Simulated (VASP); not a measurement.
A run of VASP 6.6.1 is set up as follows.

Contents of INCAR:

```
  PREC = Accurate
  ENCUT = 600
  EDIFF = 1E-6
  ISMEAR = -1
  SIGMA = 0.05
  LREAL = False
  LASPH = True
  NELM = 60
  ALGO = Normal
  ISIF = 3
  LWAVE = False
  LCHARG = False
  GGA = RE
  IBRION = 2
  NSW = 60
  EDIFFG = -0.01
```

File KPOINTS:

```
Automatic mesh
0
Gamma
  8 8 4
```

Contents of POSCAR:

```
TiTe2
1.0
    3.7770000000      0.0000000000      0.0000000000
   -1.8885000000      3.2709779501      0.0000000000
    0.0000000000      0.0000000000      6.4980000000
Te Ti
2 1
Direct
    0.3333333333      0.6666666667      0.7372000000
    0.6666666667      0.3333333333      0.2628000000
    0.0000000000      0.0000000000      0.0000000000
```

Potentials or basis: VASP PAW PBE potentials, release 64 (Te, Ti_sv).

Launch:

```sh
$ cat potpaw_PBE.64/Te/POTCAR potpaw_PBE.64/Ti_sv/POTCAR > POTCAR
$ mpirun -np 1 vasp_std > vasp.out
```

Problem. What does it give for the space group after relaxing (to 0.1 Å)?

Solution. P-3m1 (No. 164).

Problem. Estimate the relaxed volume.

Solution. 36.42 Å³/atom.

Problem. Predict the band gap on the k mesh.

Solution. Zero (bands 12 and 13 overlap by 0.52 eV).

Final structure:
```xyz
3
Lattice="3.7911 0.0000 0.0000 -1.8956 3.2832 0.0000 0.0000 0.0000 8.7780" Properties=species:S:1:pos:R:3 pbc="T T T"
Te    0.0000    2.1888    7.0340
Te    1.8956    1.0944    1.7440
Ti    0.0000    0.0000    0.0000
```

Caveat: the volume moved by over 15 % at a fixed basis, so the end points are rough; the PAW data sets were made with another functional, which shifts forces and pressure a little; spin-orbit coupling is left out, which moves the levels of the heavy elements; this functional lacks dispersion, which binds layers or chains, so the pressure and a relaxed spacing across them are unreliable. Zero-point motion and thermal expansion aren't in these numbers.
